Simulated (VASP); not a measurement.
Runs of VASP 6.6.1 on SiGe3. The structure is that of space group P-4m2 (No. 115), or close to it. The cells are those of the table. 

```tsv
level	cell	k mesh	gap on the mesh (eV)	pressure (GPa)	largest force (eV/Å)
PBE	a = 4.059, b = 4.059, c = 5.714 Å, 4 atoms	6 × 6 × 4	0.09	-1.9	-
r2SCAN	a = 3.889, b = 3.889, c = 5.480 Å, 4 atoms	6 × 6 × 4	0.62	5.6	0.02
PBE	a = 3.970, b = 3.970, c = 5.594 Å, 4 atoms	6 × 6 × 6	0.29	2.6	0.07
PBE	a = 4.019, b = 4.019, c = 5.658 Å, 4 atoms	6 × 6 × 4	0.18	(b)	-
r2SCAN	a = 3.930, b = 3.930, c = 5.537 Å, 4 atoms	6 × 6 × 4	0.66	2.6	0.02
PBE	a = 3.937, b = 3.937, c = 5.542 Å, 4 atoms	6 × 6 × 4	(c)	(d)	0.01
r2SCAN	a = 3.970, b = 3.970, c = 5.594 Å, 4 atoms	6 × 6 × 4	0.55	(a)	0.01
r2SCAN	a = 4.009, b = 4.009, c = 5.649 Å, 4 atoms	6 × 6 × 4	0.46	-2.2	0.01
PBE	a = 3.978, b = 3.978, c = 5.601 Å, 4 atoms	6 × 6 × 4	0.27	2.1	0.01
PBE	a = 4.098, b = 4.098, c = 5.769 Å, 4 atoms	6 × 6 × 4	none	-3.2	-
```

Alike in all rows: task single point; potentials or basis VASP PAW PBE potentials, release 64 (Si, Ge_d); no spin polarisation; cutoff (eV) 520; smearing gaussian 0.01 eV.

Fill in the values left out.

(a) 0.0; (b) -0.1; (c) 0.37; (d) 4.7.

Caveats: the PAW data sets were made with another functional, which shifts forces and pressure a little (some runs).

A k mesh can miss the band edges, and the runs leave out spin-orbit coupling on Ge.

A gap of «none» marks levels without a gap at the run's occupations.
